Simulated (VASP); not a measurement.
# CdSe in VASP: further runs

Runs on CdSe. Level: PBE. Tasks: relaxation of cell and atoms, single point.

Everything below comes from runs of VASP 6.6.1. Logs are shortened: lines on timing, memory, paths and dates and some standing lists are left out, and cuts for length are marked.

## (1) The cell of the first run

The typed cell holds 8 atoms: a = 4.501 Å, b = 7.618 Å, c = 8.037 Å, α = 90.35°, β = 89.27°, γ = 89.52°.

## (2) Relaxation of cell and atoms, PBE

INCAR reads:

```
SYSTEM = CdSe
PREC = Accurate
ENCUT = 600
EDIFF = 1E-6
ISMEAR = 0
SIGMA = 0.1
LREAL = .False.
LASPH = .True.
NELM = 80
ALGO = Normal
ISIF = 3
LWAVE = .False.
LCHARG = .False.
GGA = PE
IBRION = 2
NSW = 80
EDIFFG = -0.025
```

KPOINTS reads:

```
regular mesh
0
Gamma
  4 2 2
  0 0 0
```

POSCAR reads:

```
CdSe
1.0
    0.0285050474      4.5011644114      0.0190076929
   -0.0232966453      0.0315420134      7.6175677316
    8.0368843310      0.0516383578     -0.0254322063
Cd Se
4 4
Direct
    0.7424724340      0.4051792391      0.8369484375
    0.2521453478      0.8946873741      0.6511684474
    0.7385618328      0.0974814298      0.3440084054
    0.2622039526      0.5997089316      0.1631786512
    0.2666268993      0.6045220884      0.8137595341
    0.7566541412      0.0992069216      0.6833657474
    0.2431588912      0.8949068468      0.3259819824
    0.7381765011      0.4043071686      0.1815887945
```

Potentials or basis: VASP PAW PBE potentials, release 64 (Cd, Se).

Command:

```bash
$ cat potpaw_PBE.64/Cd/POTCAR potpaw_PBE.64/Se/POTCAR > POTCAR
$ mpirun -np 1 vasp_std > vasp.out
```

OUTCAR:

```text
SYSTEM = CdSe
   PREC = Accurate
   ENCUT = 600
   EDIFF = 1E-6
   ISMEAR = 0
   LREAL = .False.
   LASPH = .True.
   NELM = 80
   ISIF = 3
   GGA = PE
   IBRION = 2
   NSW = 80
   EDIFFG = -0.025

 ion  position               nearest neighbor table
   1  0.742  0.405  0.837-   5 2.62   6 2.63   8 2.77   5 2.82   4 3.67
   2  0.252  0.895  0.651-   5 2.58   7 2.61   6 2.72   6 2.78   3 3.64   3 3.74
   3  0.739  0.097  0.344-   8 2.68   7 2.73   6 2.73   7 2.74   2 3.64   2 3.74
   4  0.262  0.600  0.163-   7 2.59   8 2.60   8 2.80   5 2.81   1 3.67
   5  0.267  0.605  0.814-   2 2.58   1 2.62   4 2.81   1 2.82
   6  0.757  0.099  0.683-   1 2.63   2 2.72   3 2.73   2 2.78
   7  0.243  0.895  0.326-   4 2.59   2 2.61   3 2.73   3 2.74
   8  0.738  0.404  0.182-   4 2.60   3 2.68   1 2.77   4 2.80

  LATTYP: Found a triclinic cell.
 ALAT       =     4.5012948013
 B/A-ratio  =     1.9728700098
 C/A-ratio  =     1.7855063521
 COS(alpha) =     0.0011447708
 COS(beta)  =     0.0127439286
 COS(gamma) =     0.5140330917

  Lattice vectors:

 A1 = (   0.0285050474,   4.5011644114,   0.0190076929)
 A2 = (   0.0052084021,   4.5327064248,   7.6365754245)
 A3 = (   8.0368843310,   0.0516383578,  -0.0254322063)

Analysis of symmetry for initial positions (statically):
=====================================================================
 Subroutine PRICEL returns:
 Original cell was already a primitive cell.

 Routine SETGRP: Setting up the symmetry group for a
 triclinic supercell.

 Subroutine GETGRP returns: Found  1 space group operations
 (whereof  1 operations were pure point group operations)
 out of a pool of  2 trial point group operations.

The static configuration has the point symmetry C_1 .

Analysis of symmetry for dynamics (positions and initial velocities):
=====================================================================
 Subroutine PRICEL returns:
 Original cell was already a primitive cell.

 Routine SETGRP: Setting up the symmetry group for a
 triclinic supercell.

 Subroutine GETGRP returns: Found  1 space group operations
 (whereof  1 operations were pure point group operations)
 out of a pool of  2 trial point group operations.

The dynamic configuration has the point symmetry C_1 .

 Subroutine INISYM returns: Found  1 space group operations
 (whereof  1 operations are pure point group operations),
 and found     1 'primitive' translations

----------------------------------------------------------------------------------------

                                     Primitive cell

  volume of cell :     275.5493

  direct lattice vectors                    reciprocal lattice vectors
[... 104 lines left out ...]
   IMIX   =      4    mixing-type and parameters
     AMIX     =   0.40;   BMIX     =  1.00
     AMIX_MAG =   1.60;   BMIX_MAG =  1.00
  volume/ion in A,a.u.               =      34.44       232.44
  Fermi-wavevector in a.u.,A,eV,Ry     =   1.046612  1.977811 14.903788  1.095397
  Thomas-Fermi vector in A             =   2.181458
   LORBIT       =      0    0 simple, 1 ext, 2 COOP (PROOUT), +10 PAW based schemes
   GGA     = PE    functional components
   LHFCALC =     F    Hartree Fock is set to
   AEXX    =    0.0000 exact exchange contribution
   IVDW    =     0    specifies the selected vdW correction
   LEPSILON=     F    determine dielectric tensor
   LRPA    =     F    only Hartree local field effects (RPA)
 conjugate gradient relaxation of ions
 non-spin polarized calculation
 Gauss-broadening in eV      SIGMA  =   0.10
  energy-cutoff  :      600.00
  volume of cell :      275.55
 maximum number of plane-waves:      9242
 NGX is ok and might be reduce to    36
   NGX = 17   NGY = 31   NGZ = 33

--------------------------------------- Ionic step        1  -------------------------------------------

 number of electron      72.0000008 magnetization

 Free energy of the ion-electron system (eV)
  ---------------------------------------------------
  ext. energy  EPLUGINS =         0.00000000
  ---------------------------------------------------
  free energy    TOTEN  =       -21.21502908 eV

  energy without entropy =      -21.21502905  energy(sigma->0) =      -21.21502907

------------------------ aborting loop because EDIFF is reached ----------------------------------------

  FORCE on cell =-STRESS in cart. coord.  units (eV):
  Direction    XX          YY          ZZ          XY          YZ          ZX
  --------------------------------------------------------------------------------------
  -------------------------------------------------------------------------------------
  Total        1.0266205     -0.2514060      0.0357807     -0.0939061     -1.6860493      0.1382485
  in kB        5.9692686     -1.4617964      0.2080465     -0.5460154     -9.8035071      0.8038437
  external PRESSURE =       1.5718396 kB  Pullay stress =       0.0000000 kB
[... 107 lines left out ...]
  FREE ENERGIE OF THE ION-ELECTRON SYSTEM (eV)
  ---------------------------------------------------
  free  energy   TOTEN  =       -21.3212948757 eV

  energy  without entropy=      -21.3212948123  energy(sigma->0) =      -21.32129484

 E-fermi :   0.0053     XC(G=0):  -7.7812

 val. band max:       -0.3700809110   @ k =   0.0000   0.0000   0.0000
 cond. band min:       0.3808835689   @ k =   0.0000   0.0000   0.0000
 fundamental gap:      0.7509644799
 Fermi energy:         0.0053117833

 k-point     1 :       0.0000    0.0000    0.0000
  band No.  band energies     occupation
      1     -12.5170      2.00000
      2     -12.2259      2.00000
      3     -12.1737      2.00000
      4     -12.0681      2.00000
      5      -8.1487      2.00000
      6      -8.0991      2.00000
[... 541 lines left out ...]
     42       4.9589      0.00000
     43       4.9786      0.00000

[... ionic steps 4 to 15 ...]

--------------------------------------- Ionic step       16  -------------------------------------------

 number of electron      72.0000014 magnetization

------------------------ aborting loop because EDIFF is reached ----------------------------------------
[... 79 lines left out ...]
--------------------------------------- Ionic step       18  -------------------------------------------

 number of electron      72.0000021 magnetization

 Free energy of the ion-electron system (eV)
  ---------------------------------------------------
  ext. energy  EPLUGINS =         0.00000000
  ---------------------------------------------------
  free energy    TOTEN  =       -21.35455458 eV

  energy without entropy =      -21.35455458  energy(sigma->0) =      -21.35455458

 E-fermi :  -0.0235     XC(G=0):  -7.7583

 val. band max:       -0.3931779176   @ k =   0.0000   0.0000   0.0000
 cond. band min:       0.3461747430   @ k =   0.0000   0.0000   0.0000
 fundamental gap:      0.7393526606
 Fermi energy:        -0.0235077392

 k-point     1 :       0.0000    0.0000    0.0000
  band No.  band energies     occupation
      1     -12.5321      2.00000
      2     -12.2411      2.00000
      3     -12.1844      2.00000
      4     -12.0788      2.00000
      5      -8.1631      2.00000
      6      -8.1158      2.00000
[... 576 lines left out ...]
  FREE ENERGIE OF THE ION-ELECTRON SYSTEM (eV)
  ---------------------------------------------------
  free  energy   TOTEN  =       -21.3545545842 eV

  energy  without entropy=      -21.3545545761  energy(sigma->0) =      -21.35455458

 reached required accuracy - stopping structural energy minimisation
```

OSZICAR:

```text
N       E                     dE             d eps       ncg     rms          rms(c)
DAV:   1     0.542082476584E+03    0.54208E+03   -0.35602E+04  1032   0.164E+03
DAV:   2     0.160405485522E+02   -0.52604E+03   -0.51452E+03  1159   0.368E+02
DAV:   3    -0.223319602277E+02   -0.38373E+02   -0.38168E+02  1196   0.943E+01
DAV:   4    -0.229497536735E+02   -0.61779E+00   -0.61672E+00  1159   0.113E+01
[... 152 lines left out ...]
DAV:   2    -0.213555577086E+02    0.39317E-02   -0.20793E-02  1128   0.106E+00    0.197E-01
DAV:   3    -0.213547811025E+02    0.77661E-03   -0.16528E-03  1192   0.242E-01    0.156E-01
DAV:   4    -0.213545675133E+02    0.21359E-03   -0.29015E-04  1141   0.935E-02    0.313E-02
DAV:   5    -0.213545547122E+02    0.12801E-04   -0.50871E-05  1168   0.515E-02    0.141E-02
DAV:   6    -0.213545545842E+02    0.12791E-06   -0.59671E-06  1117   0.161E-02
  18 F= -.21354555E+02 E0= -.21354555E+02  d E =-.267930E-03
```

Wall time 16 min (1 thread of Intel Xeon 6975P-C (Granite Rapids), shared host); peak memory 0.51 GiB.

What came out:

| Property | Result |
| --- | --- |
| Free energy | -21.3546 eV |
| Relaxed volume | 34.58 Å³/atom |
| Relaxed cell | a = 4.533 Å, b = 7.487 Å, c = 8.150 Å, α = 90.00°, β = 90.02°, γ = 89.93° |
| Space group after relaxing (to 0.1 Å) | Pnma (No. 62) |
| Energy gained by relaxing | 17.4 meV/atom |
| Ionic steps | 18 |
| Pressure after relaxing | 0.0 GPa |
| Largest force after relaxing | 0.020 eV/Å |
| Band gap on the k mesh | 0.74 eV |

Forces on the atoms (eV/Å):
```
Cd   0.015 -0.002 -0.006
Cd  -0.014 -0.003  0.014
Cd   0.014  0.001  0.005
Cd  -0.006 -0.006  0.017
Se   0.000 -0.005 -0.010
Se  -0.001 -0.005 -0.005
Se   0.000  0.015 -0.001
Se  -0.008  0.005 -0.016
```

The path:
```csv
step,energy change (eV),largest force (eV/Å),pressure (GPa),volume (Å³)
1,0.0000,0.6963,0.16,275.55
2,-0.0923,0.3964,-0.21,276.87
3,-0.1063,0.2341,-0.32,277.60
4,-0.1237,0.1131,0.07,274.73
5,-0.1259,0.1013,0.29,273.34
6,-0.1318,0.0957,0.02,275.25
7,-0.1320,0.1114,-0.03,275.64
8,-0.1345,0.0805,-0.05,275.84
9,-0.1359,0.0499,-0.06,276.14
10,-0.1370,0.0346,0.07,275.35
11,-0.1371,0.0353,0.09,275.24
12,-0.1378,0.0349,-0.01,275.97
13,-0.1379,0.0395,-0.03,276.18
14,-0.1386,0.0255,-0.02,276.22
15,-0.1388,0.0335,-0.02,276.27
16,-0.1392,0.0267,0.04,275.97
17,-0.1393,0.0256,0.05,275.91
18,-0.1395,0.0201,-0.04,276.62
```

Final structure:
```
Cd Se
1.0
    -0.00087    4.53348    0.00357
     0.00084    0.00347    7.48687
     8.15000   -0.00131   -0.00040
Cd Se
4 4
Cartesian
  6.8438 3.4083 2.9924
  5.3793 1.1371 6.7305
  2.7680 3.3857 0.7566
  1.3062 1.1414 4.4963
  6.7021 1.1402 4.4572
  5.5236 3.3998 0.7149
  2.6249 1.1242 6.7755
  1.4521 3.4059 3.0369
```

Caveat: semilocal functionals underestimate gaps, and a narrow one can read as zero.

## (3) Single point, PBE (32.34 Å³/atom)

This run uses another cell than the first one, of 32.34 Å³/atom.

INCAR reads:

```
SYSTEM = CdSe
ALGO = Normal
EDIFF = 1E-7
ENCUT = 520
GGA = PE
ISIF = 2
ISMEAR = 0
LASPH = .True.
LCHARG = .False.
LREAL = .False.
LWAVE = .False.
NBANDS = 46
NELM = 60
PREC = Accurate
SIGMA = 0.02
```

KPOINTS reads:

```
k-points
0
Gamma
  4 6 4
  0 0 0
```

POSCAR reads:

```
CdSe
1.0
    7.4663743591      0.0000000000      0.0000000000
    0.0000000000      4.5613310725      0.0000000000
    0.0000000000      0.0000000000      7.5963714039
Cd Se
4 4
Direct
    0.8489440617      0.7500000000      0.3870729100
    0.6510559383      0.2500000000      0.8870729100
    0.3489440617      0.7500000000      0.1129270900
    0.1510559383      0.2500000000      0.6129270900
    0.7877188655      0.2500000000      0.5678645335
    0.7122811345      0.7500000000      0.0678645335
    0.2877188655      0.2500000000      0.9321354665
    0.2122811345      0.7500000000      0.4321354665
```

Potentials or basis: VASP PAW PBE potentials, release 64 (Cd, Se).

Command:

```bash
$ cat potpaw_PBE.64/Cd/POTCAR potpaw_PBE.64/Se/POTCAR > POTCAR
$ mpirun -np 1 vasp_std > vasp.out
```

Wall time 3.9 min (1 thread of Intel Xeon 6975P-C (Granite Rapids), shared host); peak memory 0.52 GiB.

Results (log left out):

* Free energy: -21.3714 eV
* Pressure: 0.5 GPa
* Largest force: 0.018 eV/Å
* Band gap on the k mesh: 0.91 eV

Forces on the atoms (eV/Å):
```
Cd  -0.003  0.000  0.004
Cd   0.003  0.000  0.004
Cd  -0.003  0.000 -0.004
Cd   0.003  0.000 -0.004
Se  -0.016  0.000 -0.008
Se   0.016  0.000 -0.008
Se  -0.016  0.000  0.008
Se   0.016  0.000  0.008
```

Levels at points of the mesh, in eV from the valence-band top:
| k point | band 32 | band 33 | band 34 | band 35 | band 36 | band 37 | band 38 | band 39 | band 40 | band 41 |
| --- | --- | --- | --- | --- | --- | --- | --- | --- | --- | --- |
| (0.00, 0.00, 0.00) | -0.72 | -0.46 | -0.06 | 0.00 | 0.00 | 0.91 | 2.03 | 3.05 | 3.47 | 4.21 |
| (0.50, 0.00, 0.00) | -0.94 | -0.28 | -0.28 | -0.23 | -0.23 | 1.94 | 1.94 | 3.32 | 3.32 | 4.41 |
| (0.00, 0.50, 0.00) | -1.46 | -1.20 | -1.20 | -0.55 | -0.55 | 3.87 | 3.87 | 4.00 | 4.00 | 5.67 |
| (0.50, 0.50, 0.00) | -1.80 | -0.72 | -0.72 | -0.72 | -0.72 | 4.14 | 4.14 | 4.14 | 4.14 | 4.79 |
| (0.00, 0.00, 0.50) | -1.30 | -0.43 | -0.43 | -0.38 | -0.38 | 2.85 | 2.85 | 3.04 | 3.04 | 4.76 |
| (0.50, 0.00, 0.50) | -1.25 | -0.50 | -0.50 | -0.39 | -0.39 | 3.05 | 3.05 | 3.15 | 3.15 | 4.55 |
| (0.00, 0.50, 0.50) | -1.59 | -0.72 | -0.72 | -0.42 | -0.42 | 3.08 | 3.08 | 3.16 | 3.16 | 5.76 |
| (0.50, 0.50, 0.50) | -1.29 | -0.78 | -0.78 | -0.78 | -0.78 | 3.08 | 3.08 | 3.08 | 3.08 | 5.20 |
